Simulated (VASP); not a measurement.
# Si2Ni (I4/mmm) in VASP: further runs

The runs below take Si2Ni through single point, with PBE.

Program: VASP 6.6.1. These are calculated values, not measurements. Logs are shortened: lines on timing, memory, paths and dates and some standing lists are left out, and cuts for length are marked.

### 1 The cell of the first run

Symmetry: I4/mmm, No. 139, tetragonal system. The conventional cell has a = 4.323 Å, b = 4.323 Å, c = 4.323 Å, α = 90.00°, β = 90.00°, γ = 90.00°. Si (site symmetry -4m2) has 2 Si at 2.16 Å and 4 Ni at 2.42 Å within 2.9 Å. Ni (site symmetry 4/mmm) has 8 Si at 2.42 Å within 3.2 Å.

### 2 Single point, PBE

Input file INCAR:

```
SYSTEM = Si2Ni
PREC = Accurate
ENCUT = 520
EDIFF = 1E-6
ISMEAR = 0
SIGMA = 0.15
LREAL = .FALSE.
LASPH = .TRUE.
NELM = 80
ALGO = Normal
ISIF = 2
LWAVE = .FALSE.
LCHARG = .TRUE.
GGA = PE
LELF = .TRUE.
LVHAR = .TRUE.
NBANDS = 16
```

Input file KPOINTS:

```
Automatic mesh
0
G
  16 16 16
  0 0 0
```

Input file POSCAR:

```
Si2Ni
1.0
    0.0000000000      3.0570815150      2.1613566311
    3.0570815150      0.0000000000      2.1613566311
    3.0570815150      3.0570815150      0.0000000000
Si Ni
2 1
Direct
    0.2500000000      0.2500000000      0.2500000000
    0.7500000000      0.7500000000      0.7500000000
    0.0000000000      0.0000000000      0.0000000000
```

Potentials or basis: VASP PAW PBE potentials, release 64 (Si, Ni).

The run is started by

```
cat potpaw_PBE.64/Si/POTCAR potpaw_PBE.64/Ni/POTCAR > POTCAR
mpirun -np 1 vasp_std > vasp.out
```

OUTCAR:

```text
SYSTEM = Si2Ni
   PREC = Accurate
   ENCUT = 520
   EDIFF = 1E-6
   ISMEAR = 0
   LREAL = .FALSE.
   LASPH = .TRUE.
   NELM = 80
   ISIF = 2
   GGA = PE

 ion  position               nearest neighbor table
   1  0.250  0.250  0.250-   2 2.16   2 2.16   3 2.42   3 2.42   3 2.42   3 2.42   2 3.06   2 3.06
                             2 3.06   2 3.06
   2  0.750  0.750  0.750-   1 2.16   1 2.16   3 2.42   3 2.42   3 2.42   3 2.42   1 3.06   1 3.06
                             1 3.06   1 3.06
   3  0.000  0.000  0.000-   2 2.42   2 2.42   2 2.42   1 2.42   2 2.42   1 2.42   1 2.42   1 2.42

  LATTYP: Found a body centered tetragonal cell.
 ALAT       =     4.3233661398
 C/A-ratio  =     0.9998489886

  Lattice vectors:

 A1 = (   0.0000000000,  -3.0570815150,  -2.1613566311)
 A2 = (   0.0000000000,   3.0570815150,  -2.1613566311)
 A3 = (   3.0570815150,   0.0000000000,   2.1613566311)

Analysis of symmetry for initial positions (statically):
=====================================================================
 Subroutine PRICEL returns:
 Original cell was already a primitive cell.

 Routine SETGRP: Setting up the symmetry group for a
 body centered tetragonal supercell.

 Subroutine GETGRP returns: Found 16 space group operations
 (whereof 16 operations were pure point group operations)
 out of a pool of 16 trial point group operations.

The static configuration has the point symmetry D_4h.

Analysis of symmetry for dynamics (positions and initial velocities):
=====================================================================
 Subroutine PRICEL returns:
 Original cell was already a primitive cell.

 Routine SETGRP: Setting up the symmetry group for a
 body centered tetragonal supercell.

 Subroutine GETGRP returns: Found 16 space group operations
 (whereof 16 operations were pure point group operations)
 out of a pool of 16 trial point group operations.

The dynamic configuration has the point symmetry D_4h.

 Subroutine INISYM returns: Found 16 space group operations
 (whereof 16 operations are pure point group operations),
 and found     1 'primitive' translations

----------------------------------------------------------------------------------------

                                     Primitive cell

  volume of cell :      40.3990

  direct lattice vectors                    reciprocal lattice vectors
     0.000000000  3.057081515  2.161356631    -0.163554684  0.163554684  0.231336186
     3.057081515  0.000000000  2.161356631     0.163554684 -0.163554684  0.231336186
     3.057081515  3.057081515  0.000000000     0.163554684  0.163554684 -0.231336186

  length of vectors
     3.743956447  3.743956447  4.323366140     0.327134071  0.327134071  0.327134071

  position of ions in fractional coordinates (direct lattice)
     0.250000000  0.250000000  0.250000000
     0.750000000  0.750000000  0.750000000
     0.000000000  0.000000000  0.000000000

  ion indices of the primitive-cell ions
   primitive index   ion index
                 1           1
                 2           2
                 3           3

----------------------------------------------------------------------------------------

 KPOINTS: Automatic mesh

Automatic generation of k-mesh.
 Grid dimensions read from file:
 generate k-points for:   16   16   16

 Generating k-lattice:

  Cartesian coordinates                     Fractional coordinates (reciprocal lattice)
    -0.010222168  0.010222168  0.014458512     0.062500000 -0.000000000  0.000000000
     0.010222168 -0.010222168  0.014458512    -0.000000000  0.062500000  0.000000000
     0.010222168  0.010222168 -0.014458512     0.000000000  0.000000000  0.062500000

  Length of vectors
     0.020445879  0.020445879  0.020445879

  Shift w.r.t. Gamma in fractional coordinates (k-lattice)
     0.000000000  0.000000000  0.000000000

 Subroutine IBZKPT returns following result:
 ===========================================

 Found    349 irreducible k-points:

 Following reciprocal coordinates:
            Coordinates               Weight
  0.000000  0.000000  0.000000      1.000000
  0.062500 -0.000000  0.000000      8.000000
  0.125000 -0.000000  0.000000      8.000000
  0.187500  0.000000  0.000000      8.000000
  0.250000 -0.000000  0.000000      8.000000
  0.312500  0.000000  0.000000      8.000000
[... 16 lines left out ...]
 -0.125000  0.062500  0.000000      8.000000
 -0.062500  0.062500  0.000000      4.000000
 [... further k-points ...]
   k-points           NKPTS =    349   k-points in BZ     NKDIM =    349   number of bands    NBANDS=     16
   number of dos      NEDOS =    301   number of ions     NIONS =      3
   total plane-waves  NPLWV =  25088
   dimension x,y,z NGX =    28 NGY =   28 NGZ =   32
   dimension x,y,z NGXF=    56 NGYF=   56 NGZF=   64
   ions per type =               2   1
   NGX,Y,Z   is equivalent  to a cutoff of  12.43, 12.43, 12.30 a.u.
   NGXF,Y,Z  is equivalent  to a cutoff of  24.87, 24.87, 24.61 a.u.
 SYSTEM =  Si2Ni
   PREC   = accura    normal or accurate (medium, high low for compatibility)
   ISTART =      0    job   : 0-new  1-cont  2-samecut
   ICHARG =      2    charge: 1-file 2-atom 10-const
   ISPIN  =      1    spin polarized calculation?
   LNONCOLLINEAR =      F non collinear calculations
   LSORBIT =      F    spin-orbit coupling
   LASPH  =      T    aspherical Exc in radial PAW
   ENCUT  =  520.0 eV  38.22 Ry    6.18 a.u.   6.96  6.96  8.04*2*pi/ulx,y,z
   NELM   =     80;   NELMIN=  2; NELMDL= -5     # of ELM steps
   EDIFF  = 0.1E-05   stopping-criterion for ELM
   LREAL  =      F    real-space projection
   EDIFFG = 0.1E-04   stopping-criterion for IOM
   NSW    =      0    number of steps for IOM
   IBRION =     -1    ionic relax: 0-MD 1-quasi-New 2-CG
   NFREE  =      0    steps in history (QN), initial steepest desc. (CG)
   ISIF   =      2    stress and relaxation
   ISYM   =      2    0-nonsym 1-usesym 2-fastsym
   POTIM  = 0.5000    time-step for ionic-motion
   TEBEG  =    0.0;   TEEND  =   0.0 temperature during run
   PSTRESS=    0.0 pullay stress
   NELECT =      18.0000    total number of electrons
   NUPDOWN=      -1.0000    fix difference up-down
   EMIN   =  10.00;   EMAX   =-10.00  energy-range for DOS
   EFERMI =   0.00;   METHOD = LEGACY
   ISMEAR =     0;   SIGMA  =   0.15  broadening in eV -4-tet -1-fermi 0-gaus
   EFERMI_NEDOS =   21; number of points for ismear=-14 and -15
   IALGO  =     38    algorithm
   IMIX   =      4    mixing-type and parameters
     AMIX     =   0.40;   BMIX     =  1.00
     AMIX_MAG =   1.60;   BMIX_MAG =  1.00
  volume/ion in A,a.u.               =      13.47        90.88
  Fermi-wavevector in a.u.,A,eV,Ry     =   1.250380  2.362876 21.272046  1.563451
  Thomas-Fermi vector in A             =   2.384377
   LORBIT       =      0    0 simple, 1 ext, 2 COOP (PROOUT), +10 PAW based schemes
   GGA     = PE    functional components
   LHFCALC =     F    Hartree Fock is set to
   AEXX    =    0.0000 exact exchange contribution
   IVDW    =     0    specifies the selected vdW correction
   LEPSILON=     F    determine dielectric tensor
   LRPA    =     F    only Hartree local field effects (RPA)
 non-spin polarized calculation
 Gauss-broadening in eV      SIGMA  =   0.15
  energy-cutoff  :      520.00
  volume of cell :       40.40
 maximum number of plane-waves:      1110
   NGX = 13   NGY = 13   NGZ = 17

 number of electron      18.0000004 magnetization

 Free energy of the ion-electron system (eV)
  ---------------------------------------------------
  ext. energy  EPLUGINS =         0.00000000
  ---------------------------------------------------
  free energy    TOTEN  =       -16.14069869 eV

  energy without entropy =      -16.13254517  energy(sigma->0) =      -16.13662193

 E-fermi :   9.4969     XC(G=0): -11.4862

 val. band max:        9.4776204354   @ k =   0.5000   0.3125   0.1875
 cond. band min:       9.5081213968   @ k =  -0.1250   0.0625   0.0000
 fundamental gap:      0.0305009614
 Fermi energy:         9.4969200713

 k-point     1 :       0.0000    0.0000    0.0000
  band No.  band energies     occupation
      1      -3.9606      2.00000
      2       4.4119      2.00000
      3       5.9386      2.00000
      4       5.9386      2.00000
      5       6.3895      2.00000
      6       7.2041      2.00000
[... 8 lines left out ...]
     15      14.0238      0.00000
     16      14.8335      0.00000

 k-point     2 :       0.0625   -0.0000    0.0000
  band No.  band energies     occupation
      1      -3.9024      2.00000
      2       4.3302      2.00000
      3       5.8986      2.00000
      4       5.9320      2.00000
      5       6.3770      2.00000
      6       7.1960      2.00000
[... 8 lines left out ...]
     15      14.2366      0.00000
     16      15.0665      0.00000

 k-point     3 :       0.1250   -0.0000    0.0000
  band No.  band energies     occupation
      1      -3.7287      2.00000
      2       4.0599      2.00000
      3       5.8217      2.00000
      4       5.8994      2.00000
      5       6.3607      2.00000
      6       7.1765      2.00000
[... 8 lines left out ...]
     15      15.0078      0.00000
     16      15.6483      0.00000

 k-point     4 :       0.1875    0.0000    0.0000
  band No.  band energies     occupation
      1      -3.4411      2.00000
      2       3.5731      2.00000
      3       5.7721      2.00000
      4       5.8187      2.00000
      5       6.3846      2.00000
      6       7.1541      2.00000
[... 8 lines left out ...]
     15      16.0947      0.00000
     16      16.4695      0.00000

 k-point     5 :       0.2500   -0.0000    0.0000
  band No.  band energies     occupation
      1      -3.0433      2.00000
      2       2.8995      2.00000
      3       5.6977      2.00000
      4       5.7446      2.00000
      5       6.4688      2.00000
      6       7.1132      2.00000
[... 8 lines left out ...]
     15      17.3049      0.00000
     16      17.4953      0.00000

 k-point     6 :       0.3125    0.0000    0.0000
  band No.  band energies     occupation
      1      -2.5404      2.00000
      2       2.1047      2.00000
      3       5.5681      2.00000
      4       5.6781      2.00000
      5       6.6085      2.00000
      6       6.9069      2.00000
[... 8 lines left out ...]
     15      18.5594      0.00000
     16      18.6483      0.00000
[... 267 lines left out ...]
 k-point    21 :      -0.2500    0.0625    0.0000
  band No.  band energies     occupation
      1      -3.0119      2.00000
      2       3.1802      2.00000
      3       5.6947      2.00000
      4       5.7298      2.00000
      5       6.3780      2.00000
      6       6.7785      2.00000
[... 8 lines left out ...]
     15      17.0577      0.00000
     16      17.6324      0.00000

 k-point    22 :      -0.1875    0.0625    0.0000
  band No.  band energies     occupation
      1      -3.4008      2.00000
      2       3.8630      2.00000
      3       5.6950      2.00000
      4       5.8906      2.00000
      5       6.2637      2.00000
      6       7.0700      2.00000
[... 8 lines left out ...]
     15      16.3521      0.00000
     16      17.1160      0.00000

 k-point    23 :      -0.1250    0.0625    0.0000
  band No.  band energies     occupation
      1      -3.6813      2.00000
      2       4.2843      2.00000
      3       5.7277      2.00000
      4       5.9907      2.00000
      5       6.2306      2.00000
      6       7.1180      2.00000
[... 8 lines left out ...]
     15      15.5334      0.00000
     16      16.4339      0.00000

 k-point    24 :      -0.0625    0.0625    0.0000
  band No.  band energies     occupation
      1      -3.8493      2.00000
      2       4.4100      2.00000
      3       5.8290      2.00000
      4       5.9794      2.00000
      5       6.3009      2.00000
      6       7.1605      2.00000
[... 8 lines left out ...]
     15      14.7844      0.00000
     16      15.8189      0.00000

 [... further k-points ...]

------------------------ aborting loop because EDIFF is reached ----------------------------------------

  FORCE on cell =-STRESS in cart. coord.  units (eV):
  Direction    XX          YY          ZZ          XY          YZ          ZX
  --------------------------------------------------------------------------------------
  -------------------------------------------------------------------------------------
  Total       -2.7714014     -2.7714014     13.1879361      0.0000000     -0.0000000      0.0000000
  in kB     -109.9105904   -109.9105904    523.0183791      0.0000000     -0.0000000      0.0000000
  external PRESSURE =     101.0657328 kB  Pullay stress =       0.0000000 kB

 VOLUME and BASIS-vectors are now :
 -----------------------------------------------------------------------------
  energy-cutoff  :      520.00
  volume of cell :       40.40
      direct lattice vectors                 reciprocal lattice vectors
     0.000000000  3.057081515  2.161356631    -0.163554684  0.163554684  0.231336186
     3.057081515  0.000000000  2.161356631     0.163554684 -0.163554684  0.231336186
     3.057081515  3.057081515  0.000000000     0.163554684  0.163554684 -0.231336186

 POSITION                                       TOTAL-FORCE (eV/Angst)
 -----------------------------------------------------------------------------------
      1.52854      1.52854      1.08068         0.000000      0.000000      0.000000
      4.58562      4.58562      3.24203        -0.000000     -0.000000     -0.000000
      0.00000      0.00000      0.00000         0.000000      0.000000     -0.000000
 -----------------------------------------------------------------------------------
    total drift:                               -0.000000      0.000000      0.000000

  FREE ENERGIE OF THE ION-ELECTRON SYSTEM (eV)
  ---------------------------------------------------
  free  energy   TOTEN  =       -16.1406986869 eV

  energy  without entropy=      -16.1325451714  energy(sigma->0) =      -16.13662193
```

Run time: 2.1 min. Hardware: 1 thread of Intel Xeon Platinum 8488C (Sapphire Rapids), shared host; peak memory 0.34 GiB.

Results:

- Free energy: -16.1407 eV
- Pressure: 10.1 GPa
- Band gap on the k mesh: zero (band 9 reaches 10.88 eV, above the bottom of band 10 at 8.40 eV)

 Spin polarisation is off, so any magnetic state and its effect on volume and gap are missing.

### 3 Single point, PBE

This run uses another cell than the first one, of the same volume but with other edges.

Input file INCAR:

```
ALGO = Normal
EDIFF = 1E-7
ENCUT = 520
GGA = PE
ISIF = 2
ISMEAR = 0
LASPH = T
LCHARG = F
LREAL = F
LWAVE = F
NBANDS = 16
NELM = 80
PREC = Accurate
SIGMA = 0.15
```

Input file KPOINTS:

```
k-points
0
Gamma
  16 16 16
```

Input file POSCAR:

```
Si2Ni
1.0
    0.0000000000      2.4264072065      3.4309397899
    2.4264072065      0.0000000000      3.4309397899
    2.4264072065      2.4264072065      0.0000000000
Si Ni
2 1
Direct
    0.2500000000      0.2500000000      0.2500000000
    0.7500000000      0.7500000000      0.7500000000
    0.0000000000      0.0000000000      0.0000000000
```

Potentials or basis: VASP PAW PBE potentials, release 64 (Si, Ni).

The run is started by

```
cat potpaw_PBE.64/Si/POTCAR potpaw_PBE.64/Ni/POTCAR > POTCAR
mpirun -np 1 vasp_std > vasp.out
```

OUTCAR:

```text
EDIFF = 1E-7
   ENCUT = 520
   GGA = PE
   ISIF = 2
   ISMEAR = 0
   LASPH = T
   LREAL = F
   NELM = 80
   PREC = Accurate

 ion  position               nearest neighbor table
   1  0.250  0.250  0.250-   3 2.43   3 2.43   3 2.43   3 2.43   2 2.43   2 2.43   2 2.43   2 2.43

   2  0.750  0.750  0.750-   3 2.43   3 2.43   3 2.43   3 2.43   1 2.43   1 2.43   1 2.43   1 2.43

   3  0.000  0.000  0.000-   2 2.43   2 2.43   2 2.43   1 2.43   1 2.43   1 2.43   2 2.43   1 2.43

  LATTYP: Found a body centered tetragonal cell.
[... 651 lines left out ...]

  FORCE on cell =-STRESS in cart. coord.  units (eV):
  Direction    XX          YY          ZZ          XY          YZ          ZX
  --------------------------------------------------------------------------------------
  -------------------------------------------------------------------------------------
  Total        3.3732785      3.3732785     -3.0087897      0.0000000      0.0000000      0.0000000
  in kB      133.7803457    133.7803457   -119.3251392      0.0000000      0.0000000      0.0000000
  external PRESSURE =      49.4118508 kB  Pullay stress =       0.0000000 kB

 VOLUME and BASIS-vectors are now :
 -----------------------------------------------------------------------------
  energy-cutoff  :      520.00
  volume of cell :       40.40
      direct lattice vectors                 reciprocal lattice vectors
     0.000000000  2.426407206  3.430939790    -0.206065989  0.206065989  0.145732665
     2.426407206  0.000000000  3.430939790     0.206065989 -0.206065989  0.145732665
     2.426407206  2.426407206  0.000000000     0.206065989  0.206065989 -0.145732665

 POSITION                                       TOTAL-FORCE (eV/Angst)
 -----------------------------------------------------------------------------------
      1.21320      1.21320      1.71547         0.000000      0.000000      0.000000
      3.63961      3.63961      5.14641        -0.000000     -0.000000     -0.000000
      0.00000      0.00000      0.00000        -0.000000      0.000000     -0.000000
 -----------------------------------------------------------------------------------
    total drift:                                0.000000     -0.000000     -0.000000

  FREE ENERGIE OF THE ION-ELECTRON SYSTEM (eV)
  ---------------------------------------------------
  free  energy   TOTEN  =       -16.6822123798 eV

  energy  without entropy=      -16.6687085887  energy(sigma->0) =      -16.67546048
```

Wall time 2.1 min (1 thread of Intel Xeon Platinum 8488C (Sapphire Rapids), shared host); peak memory 0.34 GiB.

What came out:

```
Free energy            : -16.6822 eV
Pressure               : 4.9 GPa
Band gap on the k mesh : zero (band 9 reaches 10.81 eV, above the bottom of band 10 at 9.02 eV)
```

 Spin polarisation is off, so any magnetic state and its effect on volume and gap are missing.

[end of part 1 of 2]
